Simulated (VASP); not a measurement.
# MgO (Cmcm) in VASP: further runs

The runs below take MgO through single point, with PBEsol.

Everything below comes from runs of VASP 6.6.1. Logs are shortened: lines on timing, memory, paths and dates and some standing lists are left out, and cuts for length are marked.

## Step 1: The cell of the first run

The structure is orthorhombic, space group Cmcm (No. 63). The conventional cell has a = 4.214 Å, b = 4.214 Å, c = 4.214 Å, α = 90.00°, β = 90.00°, γ = 90.00°. Within 2.6 Å of Mg (site symmetry m2m) lie 6 O at 1.99 to 2.22 Å. Within 2.6 Å of O (site symmetry m2m) lie 6 Mg at 1.99 to 2.22 Å.

## Step 2: Single point, PBEsol (mode 4 (284.4 1/cm) frozen in, largest displacement +0.263 Å)

Input file INCAR:

```
SYSTEM = MgO
  PREC = Accurate
  ENCUT = 520
  EDIFF = 1E-6
  ISMEAR = 0
  SIGMA = 0.05
  LREAL = .False.
  LASPH = .True.
  NELM = 60
  ALGO = Normal
  ISIF = 2
  LWAVE = .False.
  LCHARG = .True.
  GGA = PS
  LELF = .True.
  LVHAR = .True.
  NBANDS = 16
```

Input file KPOINTS:

```
Automatic mesh
0
Gamma
  8 8 6
  0 0 0
```

Input file POSCAR:

```
MgO
1.0
    0.0000000000     -2.1071057205     -2.1071057205
    0.0000000000      2.1071057205     -2.1071057205
    4.2142114411      0.0000000000      0.0000000000
Mg O
2 2
Direct
    0.4377107666      0.5622892334      0.5000000000
    0.0622892334     -0.0622892334      0.0000000000
    0.5349069686      0.4650930314      0.0000000000
   -0.0349069686      0.0349069686      0.5000000000
```

Potentials or basis: VASP PAW PBE potentials, release 64 (Mg, O).

The run is started by

```sh
> cat potpaw_PBE.64/Mg/POTCAR potpaw_PBE.64/O/POTCAR > POTCAR
> mpirun -np 1 vasp_std > vasp.out
```

OUTCAR:

```text
SYSTEM = MgO
   PREC = Accurate
   ENCUT = 520
   EDIFF = 1E-6
   ISMEAR = 0
   LREAL = .False.
   LASPH = .True.
   NELM = 60
   ISIF = 2
   GGA = PS

 ion  position               nearest neighbor table
   1  0.438  0.562  0.500-   4 1.99   4 2.11   4 2.11   3 2.15   3 2.15   4 2.22   2 2.63   2 2.63
                             2 3.03   2 3.03   2 3.03   2 3.03   2 3.37   2 3.37
   2  0.062  0.938  0.000-   3 1.99   3 2.11   3 2.11   4 2.15   4 2.15   3 2.22   1 2.63   1 2.63
                             1 3.03   1 3.03   1 3.03   1 3.03   1 3.37   1 3.37
   3  0.535  0.465  0.000-   2 1.99   2 2.11   2 2.11   1 2.15   1 2.15   2 2.22
   4  0.965  0.035  0.500-   1 1.99   1 2.11   1 2.11   2 2.15   2 2.15   1 2.22

  LATTYP: Found a simple tetragonal cell.
 ALAT       =     2.9798974873
 C/A-ratio  =     1.4142135624

  Lattice vectors:

 A1 = (   0.0000000000,  -2.1071057205,  -2.1071057205)
 A2 = (   0.0000000000,   2.1071057205,  -2.1071057205)
 A3 = (   4.2142114411,   0.0000000000,   0.0000000000)

Analysis of symmetry for initial positions (statically):
=====================================================================
 Subroutine PRICEL returns:
 Original cell was already a primitive cell.

 Routine SETGRP: Setting up the symmetry group for a
 simple tetragonal supercell.

 Subroutine GETGRP returns: Found  8 space group operations
 (whereof  4 operations were pure point group operations)
 out of a pool of 16 trial point group operations.

The static configuration has the point symmetry C_2v.
 The point group associated with its full space group is D_2h.

Analysis of symmetry for dynamics (positions and initial velocities):
=====================================================================
 Subroutine PRICEL returns:
 Original cell was already a primitive cell.

 Routine SETGRP: Setting up the symmetry group for a
 simple tetragonal supercell.

 Subroutine GETGRP returns: Found  8 space group operations
 (whereof  4 operations were pure point group operations)
 out of a pool of 16 trial point group operations.

The dynamic configuration has the point symmetry C_2v.
 The point group associated with its full space group is D_2h.

 Subroutine INISYM returns: Found  8 space group operations
 (whereof  4 operations are pure point group operations),
 and found     1 'primitive' translations

----------------------------------------------------------------------------------------

                                     Primitive cell

  volume of cell :      37.4213

  direct lattice vectors                    reciprocal lattice vectors
     0.000000000 -2.107105720 -2.107105720     0.000000000 -0.237292318 -0.237292318
     0.000000000  2.107105720 -2.107105720     0.000000000  0.237292318 -0.237292318
     4.214211441  0.000000000  0.000000000     0.237292318  0.000000000  0.000000000

  length of vectors
     2.979897487  2.979897487  4.214211441     0.335582014  0.335582014  0.237292318

  position of ions in fractional coordinates (direct lattice)
     0.437710767  0.562289233  0.500000000
     0.062289233  0.937710767  0.000000000
     0.534906969  0.465093031  0.000000000
     0.965093031  0.034906969  0.500000000

  ion indices of the primitive-cell ions
   primitive index   ion index
                 1           1
                 2           2
                 3           3
                 4           4

----------------------------------------------------------------------------------------

 KPOINTS: Automatic mesh

Automatic generation of k-mesh.
 Grid dimensions read from file:
 generate k-points for:    8    8    6

 Generating k-lattice:

  Cartesian coordinates                     Fractional coordinates (reciprocal lattice)
     0.000000000 -0.029661540 -0.029661540     0.125000000  0.000000000  0.000000000
     0.000000000  0.029661540 -0.029661540     0.000000000  0.125000000  0.000000000
     0.039548720  0.000000000  0.000000000     0.000000000  0.000000000  0.166666667

  Length of vectors
     0.041947752  0.041947752  0.039548720

  Shift w.r.t. Gamma in fractional coordinates (k-lattice)
     0.000000000  0.000000000  0.000000000

 Subroutine IBZKPT returns following result:
 ===========================================

 Found     84 irreducible k-points:

 Following reciprocal coordinates:
            Coordinates               Weight
  0.000000  0.000000  0.000000      1.000000
  0.125000  0.000000  0.000000      4.000000
  0.250000  0.000000  0.000000      4.000000
  0.375000  0.000000  0.000000      4.000000
  0.500000  0.000000  0.000000      2.000000
  0.125000  0.125000  0.000000      2.000000
[... 16 lines left out ...]
  0.125000  0.000000  0.166667      8.000000
  0.250000  0.000000  0.166667      8.000000
 [... further k-points ...]
   k-points           NKPTS =     84   k-points in BZ     NKDIM =     84   number of bands    NBANDS=     16
   number of dos      NEDOS =    301   number of ions     NIONS =      4
   total plane-waves  NPLWV =  18432
   dimension x,y,z NGX =    24 NGY =   24 NGZ =   32
   dimension x,y,z NGXF=    48 NGYF=   48 NGZF=   64
   ions per type =               2   2
   NGX,Y,Z   is equivalent  to a cutoff of  13.39, 13.39, 12.62 a.u.
   NGXF,Y,Z  is equivalent  to a cutoff of  26.78, 26.78, 25.25 a.u.
 SYSTEM =  MgO
   PREC   = accura    normal or accurate (medium, high low for compatibility)
   ISTART =      0    job   : 0-new  1-cont  2-samecut
   ICHARG =      2    charge: 1-file 2-atom 10-const
   ISPIN  =      1    spin polarized calculation?
   LNONCOLLINEAR =      F non collinear calculations
   LSORBIT =      F    spin-orbit coupling
   LASPH  =      T    aspherical Exc in radial PAW
   ENCUT  =  520.0 eV  38.22 Ry    6.18 a.u.   5.54  5.54  7.84*2*pi/ulx,y,z
   NELM   =     60;   NELMIN=  2; NELMDL= -5     # of ELM steps
   EDIFF  = 0.1E-05   stopping-criterion for ELM
   LREAL  =      F    real-space projection
   EDIFFG = 0.1E-04   stopping-criterion for IOM
   NSW    =      0    number of steps for IOM
   IBRION =     -1    ionic relax: 0-MD 1-quasi-New 2-CG
   NFREE  =      0    steps in history (QN), initial steepest desc. (CG)
   ISIF   =      2    stress and relaxation
   ISYM   =      2    0-nonsym 1-usesym 2-fastsym
   POTIM  = 0.5000    time-step for ionic-motion
   TEBEG  =    0.0;   TEEND  =   0.0 temperature during run
   PSTRESS=    0.0 pullay stress
   NELECT =      16.0000    total number of electrons
   NUPDOWN=      -1.0000    fix difference up-down
   EMIN   =  10.00;   EMAX   =-10.00  energy-range for DOS
   EFERMI =   0.00;   METHOD = LEGACY
   ISMEAR =     0;   SIGMA  =   0.05  broadening in eV -4-tet -1-fermi 0-gaus
   EFERMI_NEDOS =   21; number of points for ismear=-14 and -15
   IALGO  =     38    algorithm
   IMIX   =      4    mixing-type and parameters
     AMIX     =   0.40;   BMIX     =  1.00
     AMIX_MAG =   1.60;   BMIX_MAG =  1.00
  volume/ion in A,a.u.               =       9.36        63.13
  Fermi-wavevector in a.u.,A,eV,Ry     =   1.233318  2.330634 20.695468  1.521074
  Thomas-Fermi vector in A             =   2.368053
   LORBIT       =      0    0 simple, 1 ext, 2 COOP (PROOUT), +10 PAW based schemes
   GGA     = PS    functional components
   LHFCALC =     F    Hartree Fock is set to
   AEXX    =    0.0000 exact exchange contribution
   IVDW    =     0    specifies the selected vdW correction
   LEPSILON=     F    determine dielectric tensor
   LRPA    =     F    only Hartree local field effects (RPA)
 non-spin polarized calculation
 Gauss-broadening in eV      SIGMA  =   0.05
  energy-cutoff  :      520.00
  volume of cell :       37.42
 maximum number of plane-waves:      1032
 NGX is ok and might be reduce to    24
   NGX = 11   NGY = 11   NGZ = 15

 number of electron      16.0000002 magnetization

 Free energy of the ion-electron system (eV)
  ---------------------------------------------------
  ext. energy  EPLUGINS =         0.00000000
  ---------------------------------------------------
  free energy    TOTEN  =       -24.40486923 eV

  energy without entropy =      -24.40486923  energy(sigma->0) =      -24.40486923

 E-fermi :   3.5099     XC(G=0): -11.3090

 val. band max:        3.2163810203   @ k =   0.0000   0.0000   0.0000
 cond. band min:       7.5111871296   @ k =   0.0000   0.0000   0.0000
 fundamental gap:      4.2948061093
 Fermi energy:         3.5099180753

 k-point     1 :       0.0000    0.0000    0.0000
  band No.  band energies     occupation
      1     -14.0964      2.00000
      2     -12.4815      2.00000
      3      -1.0115      2.00000
      4       1.7473      2.00000
      5       1.7749      2.00000
      6       3.0217      2.00000
[... 8 lines left out ...]
     15      19.9983      0.00000
     16      21.5996      0.00000

 k-point     2 :       0.1250    0.0000    0.0000
  band No.  band energies     occupation
      1     -13.9850      2.00000
      2     -12.4675      2.00000
      3      -0.8600      2.00000
      4       1.2788      2.00000
      5       1.8051      2.00000
      6       2.4018      2.00000
[... 8 lines left out ...]
     15      19.8282      0.00000
     16      21.1895      0.00000

 k-point     3 :       0.2500    0.0000    0.0000
  band No.  band energies     occupation
      1     -13.6801      2.00000
      2     -12.4609      2.00000
      3      -0.4224      2.00000
      4       0.3115      2.00000
      5       1.1838      2.00000
      6       1.9738      2.00000
[... 8 lines left out ...]
     15      20.3786      0.00000
     16      20.5850      0.00000
[... 362 lines left out ...]
 k-point    23 :       0.1250    0.0000    0.1667
  band No.  band energies     occupation
      1     -13.8890      2.00000
      2     -12.5746      2.00000
      3      -0.7548      2.00000
      4       1.4222      2.00000
      5       1.8328      2.00000
      6       1.9967      2.00000
[... 8 lines left out ...]
     15      19.7119      0.00000
     16      21.1577      0.00000

 k-point    24 :       0.2500    0.0000    0.1667
  band No.  band energies     occupation
      1     -13.5973      2.00000
      2     -12.5391      2.00000
      3      -0.6606      2.00000
      4       0.7275      2.00000
      5       0.8356      2.00000
      6       2.0239      2.00000
[... 8 lines left out ...]
     15      19.7968      0.00000
     16      20.9442      0.00000

 [... further k-points ...]

------------------------ aborting loop because EDIFF is reached ----------------------------------------

  FORCE on cell =-STRESS in cart. coord.  units (eV):
  Direction    XX          YY          ZZ          XY          YZ          ZX
  --------------------------------------------------------------------------------------
  -------------------------------------------------------------------------------------
  Total        1.2629554      0.7484420     -0.9372328      0.0000000      0.0000000      0.0000000
  in kB       54.0728940     32.0442264    -40.1272221      0.0000000      0.0000000      0.0000000
  external PRESSURE =      15.3299661 kB  Pullay stress =       0.0000000 kB

 VOLUME and BASIS-vectors are now :
 -----------------------------------------------------------------------------
  energy-cutoff  :      520.00
  volume of cell :       37.42
      direct lattice vectors                 reciprocal lattice vectors
     0.000000000 -2.107105720 -2.107105720     0.000000000 -0.237292318 -0.237292318
     0.000000000  2.107105720 -2.107105720     0.000000000  0.237292318 -0.237292318
     4.214211441  0.000000000  0.000000000     0.237292318  0.000000000  0.000000000

 POSITION                                       TOTAL-FORCE (eV/Angst)
 -----------------------------------------------------------------------------------
      2.10711      0.26250     -2.10711         0.000000     -2.046356      0.000000
      0.00000      1.84461     -2.10711         0.000000      2.046356      0.000000
      0.00000     -0.14711     -2.10711         0.000000      0.641804      0.000000
      2.10711     -1.96000     -2.10711         0.000000     -0.641804      0.000000
 -----------------------------------------------------------------------------------
    total drift:                               -0.000000     -0.000000     -0.000000

  FREE ENERGIE OF THE ION-ELECTRON SYSTEM (eV)
  ---------------------------------------------------
  free  energy   TOTEN  =       -24.4048692251 eV

  energy  without entropy=      -24.4048692251  energy(sigma->0) =      -24.40486923
```

Run time: 16 s. Hardware: 1 thread of Intel Xeon 6975P-C (Granite Rapids), shared host; peak memory 0.17 GiB.

Results:

| Item | Value |
| --- | --- |
| Free energy | -24.4049 eV |
| Pressure | 1.5 GPa |
| Largest force | 2.046 eV/Å |
| Band gap on the k mesh | 4.29 eV, direct |

Forces on the atoms (eV/Å):
```
Mg   0.000 -2.046  0.000
Mg   0.000  2.046  0.000
O    0.000  0.642  0.000
O    0.000 -0.642  0.000
```

Levels at points of the mesh, in eV from the valence-band top:
```tsv
k point	band 4	band 5	band 6	band 7	band 8	band 9	band 10	band 11	band 12	band 13
(0.00, 0.00, 0.00)	-1.47	-1.44	-0.19	-0.18	0.00	4.29	8.95	9.58	11.83	14.64
(0.50, 0.00, 0.00)	-3.45	-2.42	-1.72	-0.91	-0.63	8.99	9.09	10.21	12.50	12.60
(0.50, 0.50, 0.00)	-4.19	-1.61	-1.48	-1.47	-1.36	8.65	8.75	9.19	9.63	12.75
(0.00, 0.00, 0.50)	-2.73	-0.85	-0.85	-0.84	-0.84	7.66	7.66	10.66	10.66	14.87
(0.50, 0.00, 0.50)	-4.78	-0.78	-0.78	-0.67	-0.67	7.46	7.46	12.03	12.03	15.69
(0.50, 0.50, 0.50)	-3.23	-3.12	-3.12	-1.64	-1.64	10.20	10.20	11.27	11.27	12.60
```

Caveat: the cell differs from its parent crystal (mode 4 (284.4 1/cm) frozen in, largest displacement +0.263 Å); the PAW data sets were made with another functional, which shifts forces and pressure a little.

## Step 3: Single point, PBEsol (mode 4 (284.4 1/cm) frozen in, largest displacement +0.188 Å)

Input file INCAR:

```
PREC     = Accurate       # precision mode
ENCUT    = 520            # plane-wave cutoff, eV
EDIFF    = 1E-6           # SCF threshold, eV
ISMEAR   = 0              # smearing method
SIGMA    = 0.05           # smearing width, eV
LREAL    = False          # projectors in reciprocal space
LASPH    = True           # aspherical terms in the spheres
NELM     = 100            # most SCF steps
ALGO     = Normal         # electronic algorithm
ISIF     = 2              # what is computed and relaxed
LWAVE    = False          # write WAVECAR
LCHARG   = True           # write CHGCAR
GGA      = PS             # functional
LELF     = True           # ELF
LVHAR    = True         
NBANDS   = 16             # bands
```

Input file KPOINTS:

```
regular mesh
0
Gamma
  8 8 6
```

Input file POSCAR:

```
MgO
1.0
    0.0000000000     -2.1071057205     -2.1071057205
    0.0000000000      2.1071057205     -2.1071057205
    4.2142114411      0.0000000000      0.0000000000
Mg O
2 2
Direct
    0.4555076904      0.5444923096      0.5000000000
    0.0444923096     -0.0444923096      0.0000000000
    0.5249335490      0.4750664510      0.0000000000
   -0.0249335490      0.0249335490      0.5000000000
```

Potentials or basis: VASP PAW PBE potentials, release 64 (Mg, O).

The run is started by

```sh
> cat potpaw_PBE.64/Mg/POTCAR potpaw_PBE.64/O/POTCAR > POTCAR
> mpirun -np 1 vasp_std > vasp.out
```

OUTCAR:

```text
PREC = Accurate
   ENCUT = 520
   EDIFF = 1E-6
   ISMEAR = 0
   LREAL = False
   LASPH = True
   NELM = 100
   ISIF = 2
   GGA = PS

 ion  position               nearest neighbor table
   1  0.456  0.544  0.500-   4 2.02   4 2.11   4 2.11   3 2.13   3 2.13   4 2.19   2 2.73   2 2.73
                             2 3.00   2 3.00   2 3.00   2 3.00   2 3.26   2 3.26
   2  0.044  0.956  0.000-   3 2.02   3 2.11   3 2.11   4 2.13   4 2.13   3 2.19   1 2.73   1 2.73
                             1 3.00   1 3.00   1 3.00   1 3.00   1 3.26   1 3.26
   3  0.525  0.475  0.000-   2 2.02   2 2.11   2 2.11   1 2.13   1 2.13   2 2.19
[... 663 lines left out ...]
  -------------------------------------------------------------------------------------
  Total        0.5395376      0.3389675     -0.5482648      0.0000000      0.0000000      0.0000000
  in kB       23.1000725     14.5127476    -23.4737251      0.0000000      0.0000000      0.0000000
  external PRESSURE =       4.7130317 kB  Pullay stress =       0.0000000 kB

 VOLUME and BASIS-vectors are now :
 -----------------------------------------------------------------------------
  energy-cutoff  :      520.00
  volume of cell :       37.42
      direct lattice vectors                 reciprocal lattice vectors
     0.000000000 -2.107105720 -2.107105720     0.000000000 -0.237292318 -0.237292318
     0.000000000  2.107105720 -2.107105720     0.000000000  0.237292318 -0.237292318
     4.214211441  0.000000000  0.000000000     0.237292318  0.000000000  0.000000000

 POSITION                                       TOTAL-FORCE (eV/Angst)
 -----------------------------------------------------------------------------------
      2.10711      0.18750     -2.10711         0.000000     -1.419039      0.000000
      0.00000      1.91961     -2.10711         0.000000      1.419039      0.000000
      0.00000     -0.10508     -2.10711         0.000000      0.482262      0.000000
      2.10711     -2.00203     -2.10711         0.000000     -0.482262      0.000000
 -----------------------------------------------------------------------------------
    total drift:                                0.000000     -0.000000      0.000000

  FREE ENERGIE OF THE ION-ELECTRON SYSTEM (eV)
  ---------------------------------------------------
  free  energy   TOTEN  =       -24.7116721749 eV

  energy  without entropy=      -24.7116721749  energy(sigma->0) =      -24.71167217
```

stdout:

```text
POSCAR found type information on POSCAR MgO
 POSCAR found :  2 types and       4 ions
 scaLAPACK will be used
 -----------------------------------------------------------------------------
|                                                                             |
|                                                                             |
|     You enforced a specific xc type in the INCAR file but a different       |
|     I HOPE YOU KNOW WHAT YOU ARE DOING!                                     |
|                                                                             |
 -----------------------------------------------------------------------------

 LDA part: xc-table for (Slater+PW92), standard interpolation
 POSCAR, INCAR and KPOINTS ok, starting setup
 FFT: planning ... GRIDC
 FFT: planning ... GRID_SOFT
 FFT: planning ... GRID
 WAVECAR not read
 entering main loop
```

It took 13 s on 1 thread of Intel Xeon 6975P-C (Granite Rapids), shared host; peak memory 0.18 GiB.

Results:

```yaml
Free_energy: -24.7117 eV
Pressure: 0.5 GPa
Largest_force: 1.419 eV/Å
Band_gap_on_the_k_mesh: 4.45 eV, direct
```

Forces on the atoms (eV/Å):
```
Mg   0.000 -1.419  0.000
Mg   0.000  1.419  0.000
O    0.000  0.482  0.000
O    0.000 -0.482  0.000
```

Levels at points of the mesh, in eV from the valence-band top:
```tsv
k point	band 6	band 7	band 8	band 9	band 10	band 11
(0.00, 0.00, 0.00)	-0.10	-0.09	0.00	4.45	8.93	9.71
(0.50, 0.00, 0.00)	-1.80	-0.82	-0.61	9.16	9.23	10.64
(0.50, 0.50, 0.00)	-1.42	-1.42	-1.36	8.78	8.83	9.51
(0.00, 0.00, 0.50)	-0.80	-0.80	-0.80	7.81	7.81	10.81
(0.50, 0.00, 0.50)	-0.72	-0.66	-0.66	7.59	7.59	12.25
(0.50, 0.50, 0.50)	-3.06	-1.71	-1.71	10.69	10.69	11.38
```

Caveat: the cell differs from its parent crystal (mode 4 (284.4 1/cm) frozen in, largest displacement +0.188 Å); the PAW data sets were made with another functional, which shifts forces and pressure a little.
